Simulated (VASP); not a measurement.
Write the native input for VASP 6.6.1 that does the following.

| Property | Result |
| --- | --- |
| Task | single point |
| Functional | PBE |
| Potentials or basis | VASP PAW PBE potentials, release 64 (W_sv) |
| Cutoff | 500 eV |
| k mesh | 9 × 9 × 9 |
| Occupations | methfessel-paxton, width 0.1 eV |
| Spin | no spin polarisation |
| Dipole correction | no |
| Further INCAR settings | ALGO = Normal; EDIFF = 1e-06; NBANDS = 13 |

The structure of W lies in POSCAR:

```
W
1.0
   -1.5823450000      1.5823450000      1.5823450000
    1.5823450000     -1.5823450000      1.5823450000
    1.5823450000      1.5823450000     -1.5823450000
W
1
Direct
    0.0000000000      0.0000000000      0.0000000000
```

These files were run (other wordings do the same):

INCAR

```
SYSTEM = W
ALGO = Normal
EDIFF = 1E-6
ENCUT = 500
GGA = PE
GGA_COMPAT = .FALSE.
ISIF = 2
ISMEAR = 1
LASPH = .TRUE.
LCHARG = .FALSE.
LREAL = .FALSE.
LWAVE = .FALSE.
NBANDS = 13
NELM = 120
PREC = Accurate
SIGMA = 0.1
```

KPOINTS

```
k-points
0
G
  9 9 9
  0 0 0
```

Potentials or basis: VASP PAW PBE potentials, release 64 (W_sv).

Launch:

```sh
$ cat potpaw_PBE.64/W_sv/POTCAR > POTCAR
$ mpirun -np 1 vasp_std > vasp.out
```

Results of the run:

The pressure is 5.9 GPa and the band gap on the k mesh is zero (band 7 reaches 15.46 eV, above the bottom of band 8 at 10.22 eV).

Caveat: spin-orbit coupling is left out, which moves the levels of the heavy elements.

It took 5 s on 1 thread of Intel Xeon 6975P-C (shared host), peak memory 0.13 GiB.
